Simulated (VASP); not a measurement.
# Cr (Im-3m) in VASP: a series of runs

Runs on Cr. Level: r2SCAN. Tasks: single point.

All numbers are computed with VASP 6.6.1; they aren't measurements. Logs are shortened: lines on timing, memory, paths and dates and some standing lists are left out, and cuts for length are marked.

**1. The cell of the first run**

Symmetry: Im-3m, No. 229, cubic system. Conventional cell: a = 2.830 Å, b = 2.830 Å, c = 2.830 Å, α = 90.00°, β = 90.00°, γ = 90.00°. Within 3.2 Å of Cr (site symmetry m-3m) lie 14 Cr at 2.45 to 2.83 Å.

**2. Single point, r2SCAN**

Contents of POSCAR:

```
Cr
1.0
   -1.4149597590      1.4149597590      1.4149597590
    1.4149597590     -1.4149597590      1.4149597590
    1.4149597590      1.4149597590     -1.4149597590
Cr
1
Direct
    0.0000000000      0.0000000000      0.0000000000
```

Contents of INCAR.step1:

```
SYSTEM = Cr
  PREC = Accurate
  ENCUT = 550
  ISMEAR = 1
  SIGMA = 0.2
  LREAL = .FALSE.
  LASPH = .TRUE.
  NELM = 120
  NBANDS = 12
  GGA = PE
  ALGO = Normal
  EDIFF = 1E-5
  LWAVE = .TRUE.
  LCHARG = .FALSE.
  GGA_COMPAT = .FALSE.
```

Contents of INCAR.step2:

```
SYSTEM = Cr
  PREC = Accurate
  ENCUT = 550
  EDIFF = 1E-6
  ISMEAR = 1
  SIGMA = 0.2
  LREAL = .FALSE.
  LASPH = .TRUE.
  NELM = 120
  ALGO = Normal
  ISIF = 2
  LWAVE = .FALSE.
  LCHARG = .FALSE.
  METAGGA = R2SCAN
  LMIXTAU = .TRUE.
  NBANDS = 12
  ISTART = 1
  GGA_COMPAT = .FALSE.
```

Contents of KPOINTS:

```
Automatic mesh
0
G
  15 15 15
  0 0 0
```

Potentials or basis: VASP PAW PBE potentials, release 64 (Cr_pv).

Started as:

```console
$ cat potpaw_PBE.64/Cr_pv/POTCAR > POTCAR
$ cp INCAR.step1 INCAR
$ mpirun -np 1 vasp_std > vasp.out
$ cp INCAR.step2 INCAR
$ mpirun -np 1 vasp_std > vasp.out
```

OUTCAR:

```text
SYSTEM = Cr
   PREC = Accurate
   ENCUT = 550
   EDIFF = 1E-6
   ISMEAR = 1
   LREAL = .FALSE.
   LASPH = .TRUE.
   NELM = 120
   ISIF = 2
   METAGGA = R2SCAN
   ISTART = 1

 ion  position               nearest neighbor table
   1  0.000  0.000  0.000-

  LATTYP: Found a body centered cubic cell.
 ALAT       =     2.8299195180

  Lattice vectors:

 A1 = (  -1.4149597590,   1.4149597590,   1.4149597590)
 A2 = (   1.4149597590,  -1.4149597590,   1.4149597590)
 A3 = (   1.4149597590,   1.4149597590,  -1.4149597590)

Analysis of symmetry for initial positions (statically):
=====================================================================
 Subroutine PRICEL returns:
 Original cell was already a primitive cell.

 Routine SETGRP: Setting up the symmetry group for a
 body centered cubic supercell.

 Subroutine GETGRP returns: Found 48 space group operations
 (whereof 48 operations were pure point group operations)
 out of a pool of 48 trial point group operations.

The static configuration has the point symmetry O_h .

Analysis of symmetry for dynamics (positions and initial velocities):
=====================================================================
 Subroutine PRICEL returns:
 Original cell was already a primitive cell.

 Routine SETGRP: Setting up the symmetry group for a
 body centered cubic supercell.

 Subroutine GETGRP returns: Found 48 space group operations
 (whereof 48 operations were pure point group operations)
 out of a pool of 48 trial point group operations.

The dynamic configuration has the point symmetry O_h .

 Subroutine INISYM returns: Found 48 space group operations
 (whereof 48 operations are pure point group operations),
 and found     1 'primitive' translations

----------------------------------------------------------------------------------------

                                     Primitive cell

  volume of cell :      11.3316

  direct lattice vectors                    reciprocal lattice vectors
    -1.414959759  1.414959759  1.414959759     0.000000000  0.353366940  0.353366940
     1.414959759 -1.414959759  1.414959759     0.353366940  0.000000000  0.353366940
     1.414959759  1.414959759 -1.414959759     0.353366940  0.353366940  0.000000000

  length of vectors
     2.450782193  2.450782193  2.450782193     0.499736319  0.499736319  0.499736319

  position of ions in fractional coordinates (direct lattice)
     0.000000000  0.000000000  0.000000000

  ion indices of the primitive-cell ions
   primitive index   ion index
                 1           1

----------------------------------------------------------------------------------------

 KPOINTS: Automatic mesh

Automatic generation of k-mesh.
 Grid dimensions read from file:
 generate k-points for:   15   15   15

 Generating k-lattice:

  Cartesian coordinates                     Fractional coordinates (reciprocal lattice)
     0.000000000  0.023557796  0.023557796     0.066666667  0.000000000  0.000000000
     0.023557796  0.000000000  0.023557796     0.000000000  0.066666667  0.000000000
     0.023557796  0.023557796  0.000000000     0.000000000  0.000000000  0.066666667

  Length of vectors
     0.033315755  0.033315755  0.033315755

  Shift w.r.t. Gamma in fractional coordinates (k-lattice)
     0.000000000  0.000000000  0.000000000

 Subroutine IBZKPT returns following result:
 ===========================================

 Found    120 irreducible k-points:

 Following reciprocal coordinates:
            Coordinates               Weight
  0.000000  0.000000  0.000000      1.000000
  0.066667  0.000000  0.000000     12.000000
  0.133333  0.000000  0.000000     12.000000
  0.200000  0.000000  0.000000     12.000000
  0.266667  0.000000  0.000000     12.000000
  0.333333  0.000000  0.000000     12.000000
[... 16 lines left out ...]
  0.333333  0.200000 -0.000000     48.000000
  0.400000  0.200000  0.000000     24.000000
 [... further k-points ...]
   k-points           NKPTS =    120   k-points in BZ     NKDIM =    120   number of bands    NBANDS=     12
   number of dos      NEDOS =    301   number of ions     NIONS =      1
   total plane-waves  NPLWV =   8000
   dimension x,y,z NGX =    20 NGY =   20 NGZ =   20
   dimension x,y,z NGXF=    40 NGYF=   40 NGZF=   40
   ions per type =               1
   NGX,Y,Z   is equivalent  to a cutoff of  13.57, 13.57, 13.57 a.u.
   NGXF,Y,Z  is equivalent  to a cutoff of  27.13, 27.13, 27.13 a.u.
 SYSTEM =  Cr
   PREC   = accura    normal or accurate (medium, high low for compatibility)
   ISTART =      1    job   : 0-new  1-cont  2-samecut
   ICHARG =      0    charge: 1-file 2-atom 10-const
   ISPIN  =      1    spin polarized calculation?
   LNONCOLLINEAR =      F non collinear calculations
   LSORBIT =      F    spin-orbit coupling
   LASPH  =      T    aspherical Exc in radial PAW
   ENCUT  =  550.0 eV  40.42 Ry    6.36 a.u.   4.69  4.69  4.69*2*pi/ulx,y,z
   NELM   =    120;   NELMIN=  2; NELMDL=  0     # of ELM steps
   EDIFF  = 0.1E-05   stopping-criterion for ELM
   LREAL  =      F    real-space projection
   EDIFFG = 0.1E-04   stopping-criterion for IOM
   NSW    =      0    number of steps for IOM
   IBRION =     -1    ionic relax: 0-MD 1-quasi-New 2-CG
   NFREE  =      0    steps in history (QN), initial steepest desc. (CG)
   ISIF   =      2    stress and relaxation
   ISYM   =      2    0-nonsym 1-usesym 2-fastsym
   POTIM  = 0.5000    time-step for ionic-motion
   TEBEG  =    0.0;   TEEND  =   0.0 temperature during run
   PSTRESS=    0.0 pullay stress
   NELECT =      12.0000    total number of electrons
   NUPDOWN=      -1.0000    fix difference up-down
   EMIN   =  10.00;   EMAX   =-10.00  energy-range for DOS
   EFERMI =   0.00;   METHOD = LEGACY
   ISMEAR =     1;   SIGMA  =   0.20  broadening in eV -4-tet -1-fermi 0-gaus
   EFERMI_NEDOS =   21; number of points for ismear=-14 and -15
   IALGO  =     38    algorithm
   IMIX   =      4    mixing-type and parameters
     AMIX     =   0.40;   BMIX     =  1.00
     AMIX_MAG =   1.60;   BMIX_MAG =  1.00
  volume/ion in A,a.u.               =      11.33        76.47
  Fermi-wavevector in a.u.,A,eV,Ry     =   1.668673  3.153334 37.884995  2.784469
  Thomas-Fermi vector in A             =   2.754479
   LORBIT       =      0    0 simple, 1 ext, 2 COOP (PROOUT), +10 PAW based schemes
   METAGGA = R2SCAN    functional components
   LHFCALC =     F    Hartree Fock is set to
   AEXX    =    0.0000 exact exchange contribution
   IVDW    =     0    specifies the selected vdW correction
   LEPSILON=     F    determine dielectric tensor
   LRPA    =     F    only Hartree local field effects (RPA)
 non-spin polarized calculation
 Methfessel and Paxton  Order N= 1 SIGMA  =   0.20
  energy-cutoff  :      550.00
  volume of cell :       11.33
 maximum number of plane-waves:       350
   NGX =  9   NGY =  9   NGZ =  9

 number of electron      12.0000002 magnetization

 Free energy of the ion-electron system (eV)
  ---------------------------------------------------
  ext. energy  EPLUGINS =         0.00000000
  ---------------------------------------------------
  free energy    TOTEN  =       -14.80055594 eV

  energy without entropy =      -14.79737909  energy(sigma->0) =      -14.79949699

 E-fermi :  11.1692     XC(G=0): -15.1119

 val. band max:       11.1488680789   @ k =  -0.2000   0.2000   0.1333
 cond. band min:      11.1745121606   @ k =   0.0667   0.0667   0.0667
 fundamental gap:      0.0256440817
 Fermi energy:        11.1691602010

 k-point     1 :       0.0000    0.0000    0.0000
  band No.  band energies     occupation
      1     -33.1152      2.00000
      2     -33.1152      2.00000
      3     -33.1152      2.00000
      4       2.7028      2.00000
      5      10.2046      2.00000
      6      10.2046      2.00000
      7      10.2046      2.00000
      8      12.6310     -0.00000
      9      12.6310     -0.00000
     10      14.4094     -0.00000
     11      34.4424      0.00000
     12      34.4424      0.00000

 k-point     2 :       0.0667    0.0000    0.0000
  band No.  band energies     occupation
      1     -33.1614      2.00000
      2     -33.1291      2.00000
      3     -33.1155      2.00000
      4       2.9102      2.00000
      5      10.1228      2.00000
      6      10.1894      2.00000
      7      10.3446      2.00000
      8      12.5383     -0.00000
      9      12.6360     -0.00000
     10      14.4089     -0.00000
     11      33.9694      0.00000
     12      34.3846      0.00000

 k-point     3 :       0.1333    0.0000    0.0000
  band No.  band energies     occupation
      1     -33.2908      2.00000
      2     -33.1684      2.00000
      3     -33.1163      2.00000
      4       3.5065      2.00000
      5       9.8972      2.00000
      6      10.1166      2.00000
      7      10.7512      2.01184
      8      12.3414     -0.00000
      9      12.6551     -0.00000
     10      14.4077     -0.00000
     11      32.6467      0.00000
     12      34.0140      0.00000
[... 286 lines left out ...]
 k-point    23 :       0.3333    0.2000   -0.0000
  band No.  band energies     occupation
      1     -33.9895      2.00000
      2     -33.5496      2.00000
      3     -33.2140      2.00000
      4       7.3916      2.00000
      5       8.6561      2.00000
      6       9.7829      2.00000
      7      12.4182     -0.00000
      8      13.1234     -0.00000
      9      14.3403     -0.00000
     10      16.4576      0.00000
     11      22.6815      0.00000
     12      26.0839      0.00000

 k-point    24 :       0.4000    0.2000    0.0000
  band No.  band energies     occupation
      1     -34.0058      2.00000
      2     -33.5772      2.00000
      3     -33.2160      2.00000
      4       7.3769      2.00000
      5       8.6396      2.00000
      6       9.9521      2.00000
      7      12.4882     -0.00000
      8      13.1615     -0.00000
      9      14.3356     -0.00000
     10      17.1686      0.00000
     11      21.6399      0.00000
     12      25.8596      0.00000

 [... further k-points ...]
[... 5 lines left out ...]
  --------------------------------------------------------------------------------------
  -------------------------------------------------------------------------------------
  Total        0.0391275      0.0391275      0.0391275      0.0000000     -0.0000000      0.0000000
  in kB        5.5322332      5.5322332      5.5322332      0.0000000     -0.0000000      0.0000000
  external PRESSURE =       5.5322332 kB  Pullay stress =       0.0000000 kB

 VOLUME and BASIS-vectors are now :
 -----------------------------------------------------------------------------
  energy-cutoff  :      550.00
  volume of cell :       11.33
      direct lattice vectors                 reciprocal lattice vectors
    -1.414959759  1.414959759  1.414959759     0.000000000  0.353366940  0.353366940
     1.414959759 -1.414959759  1.414959759     0.353366940  0.000000000  0.353366940
     1.414959759  1.414959759 -1.414959759     0.353366940  0.353366940  0.000000000

 POSITION                                       TOTAL-FORCE (eV/Angst)
 -----------------------------------------------------------------------------------
      0.00000      0.00000      0.00000         0.000000     -0.000000      0.000000
 -----------------------------------------------------------------------------------
    total drift:                                0.000000     -0.000000      0.000000

  FREE ENERGIE OF THE ION-ELECTRON SYSTEM (eV)
  ---------------------------------------------------
  free  energy   TOTEN  =       -14.8005559356 eV

  energy  without entropy=      -14.7973790858  energy(sigma->0) =      -14.79949699
```

It took 29 s on 1 thread of Intel Xeon 6975P-C (Granite Rapids), shared host; peak memory 0.14 GiB.

Results:

* Free energy: -14.8006 eV
* Pressure: 0.6 GPa
* Band gap on the k mesh: zero (band 6 reaches 13.62 eV, above the bottom of band 7 at 10.20 eV)

Caveat: the PAW data sets were made with another functional, which shifts forces and pressure a little; the run has no spin polarisation, though such a crystal can be magnetic.

**3. Single point, r2SCAN**

POSCAR is that of step 2.

Contents of INCAR.step1:

```
SYSTEM = Cr
  ALGO = Normal
  EDIFF = 1E-5
  ENCUT = 550
  GGA = PE
  GGA_COMPAT = .FALSE.
  ISMEAR = 1
  LASPH = .TRUE.
  LCHARG = .FALSE.
  LREAL = .FALSE.
  LWAVE = .TRUE.
  NBANDS = 12
  NELM = 120
  PREC = Accurate
  SIGMA = 1.0
```

Contents of INCAR.step2:

```
SYSTEM = Cr
  ALGO = Normal
  EDIFF = 1E-6
  ENCUT = 550
  GGA_COMPAT = .FALSE.
  ISIF = 2
  ISMEAR = 1
  ISTART = 1
  LASPH = .TRUE.
  LCHARG = .FALSE.
  LMIXTAU = .TRUE.
  LREAL = .FALSE.
  LWAVE = .FALSE.
  METAGGA = R2SCAN
  NBANDS = 12
  NELM = 120
  PREC = Accurate
  SIGMA = 1.0
```

Contents of KPOINTS:

```
k-points
0
G
  15 15 15
  0 0 0
```

Potentials or basis: VASP PAW PBE potentials, release 64 (Cr_pv).

Started as:

```console
$ cat potpaw_PBE.64/Cr_pv/POTCAR > POTCAR
$ cp INCAR.step1 INCAR
$ mpirun -np 1 vasp_std > vasp.out
$ cp INCAR.step2 INCAR
$ mpirun -np 1 vasp_std > vasp.out
```

It took 24 s on 1 thread of Intel Xeon 6975P-C (Granite Rapids), shared host; peak memory 0.14 GiB.

The run converged. Its results:

- Free energy: -14.7623 eV
- Pressure: -1.7 GPa
- Band gap on the k mesh: zero (band 6 reaches 13.60 eV, above the bottom of band 7 at 10.19 eV)

Levels at points of the mesh, in eV from the Fermi level:
```
           k point  band 4  band 5  band 6  band 7  band 8  band 9
(0.00, 0.00, 0.00)   -8.43   -0.95   -0.95   -0.95    1.49    1.49
```

Caveat: the PAW data sets were made with another functional, which shifts forces and pressure a little; the run has no spin polarisation, though such a crystal can be magnetic.

**4. Single point, r2SCAN**

POSCAR is that of step 3.

Contents of INCAR.step1:

```
SYSTEM = Cr
PREC = Accurate ; ENCUT = 550
ISMEAR = -1 ; SIGMA = 0.1
LREAL = .False. ; LASPH = .True.
NELM = 120 ; NBANDS = 12
GGA = PE ; ALGO = Normal
EDIFF = 1E-5 ; LWAVE = .True.
LCHARG = .False. ; GGA_COMPAT = .False.
```

Contents of INCAR.step2:

```
SYSTEM = Cr
PREC = Accurate ; ENCUT = 550
EDIFF = 1E-6 ; ISMEAR = -1
SIGMA = 0.1 ; LREAL = .False.
LASPH = .True. ; NELM = 120
ALGO = Normal ; ISIF = 2
LWAVE = .False. ; LCHARG = .False.
METAGGA = R2SCAN ; LMIXTAU = .True.
NBANDS = 12 ; ISTART = 1
GGA_COMPAT = .False.
```

Contents of KPOINTS:

```
regular mesh
0
Gamma
  16 16 16
  0 0 0
```

Started as:

```console
$ cat potpaw_PBE.64/Cr_pv/POTCAR > POTCAR
$ cp INCAR.step1 INCAR
$ mpirun -np 1 vasp_std > vasp.out
$ cp INCAR.step2 INCAR
$ mpirun -np 1 vasp_std > vasp.out
```

Run time: 33 s. Hardware: 1 thread of Intel Xeon 6975P-C (Granite Rapids), shared host; peak memory 0.14 GiB.

It converged, with:

```
Free energy            : -14.8185 eV
Pressure               : 0.5 GPa
Band gap on the k mesh : zero (band 6 reaches 13.76 eV, above the bottom of band 7 at 10.21 eV)
```

Levels at points of the mesh, in eV from the Fermi level:
| k point | band 4 | band 5 | band 6 | band 7 | band 8 | band 9 |
| --- | --- | --- | --- | --- | --- | --- |
| (0.00, 0.00, 0.00) | -8.47 | -0.96 | -0.96 | -0.96 | 1.46 | 1.46 |
| (0.50, 0.00, 0.00) | -4.74 | -2.63 | 1.02 | 1.38 | 1.83 | 3.00 |
| (0.50, 0.50, 0.50) | -4.50 | -4.50 | 2.59 | 2.59 | 2.59 | 3.17 |

Caveat: the PAW data sets were made with another functional, which shifts forces and pressure a little; the run has no spin polarisation, though such a crystal can be magnetic.

**5. Overview**

```csv
k mesh,smearing,gap on the mesh (eV),pressure (GPa)
15 × 15 × 15,methfessel-paxton 0.2 eV,none,0.6
15 × 15 × 15,methfessel-paxton 1 eV,none,-1.7
16 × 16 × 16,fermi-dirac 0.1 eV,none,0.5
```

Alike in all rows: task single point; level r2SCAN; potentials or basis VASP PAW PBE potentials, release 64 (Cr_pv); no spin polarisation; cell as given; cutoff (eV) 550.

Every run on the cell as given and a fine mesh finds a metal.

Caveats: the PAW data sets were made with another functional, which shifts forces and pressure a little; the run has no spin polarisation, though such a crystal can be magnetic.

Absolute energies hang on the potentials; compare differences alone.
